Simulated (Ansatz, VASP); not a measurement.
**GaBiSe3: VASP beside Ansatz**

```
Ga Bi Se
1.0
     1.99990    1.15464    9.47191
    -1.99990    1.15464    9.47191
     0.00000   -2.30929    9.47191
Ga Bi Se
1 1 3
Direct
  0.81156 0.81156 0.81156
  0.60864 0.60864 0.60864
  0.43678 0.43678 0.43678
  0.20348 0.20348 0.20348
  0.99973 0.99973 0.99973
```

Alike in both runs: functional PBE; k mesh 4 × 4 × 4; occupations gaussian, width 0.15 eV; no spin polarisation.

Ansatz relaxed the structure, and its values are those at the end. VASP's run is a single point on that final structure, the one shown.

|  | VASP | Ansatz |
| --- | --- | --- |
| version | VASP 6.6.1 | Ansatz 0.2.0 |
| potentials or method | VASP PAW PBE potentials, release 64 (Ga_d, Bi_d, Se), cutoff 520 eV | scalar-relativistic, plane waves, PAW |
| valence electrons in the cell | 46 | 76 |

|  | VASP | Ansatz | Ansatz less VASP |
| --- | --- | --- | --- |
| gap on the k mesh at the Fermi level (eV) | 0.54 | 0.54 | -0.002 |
| least direct gap on the mesh (eV) | 0.69 | 0.68 | -0.005 |
| pressure (GPa) | 0.1 | 0.0 | -0.06 |
| rms of the force components (eV/Å) | 0.026 | 0.020 | -0.0057 |

The functional is the same, so the differences come from potentials, cutoffs and numerics. VASP's potentials hold 46 valence electrons a cell and Ansatz's 76, so a difference there can come from the potentials and not from the codes.

The k mesh is coarse, so the values compare programs but aren't converged. Neither program's run includes spin-orbit coupling.
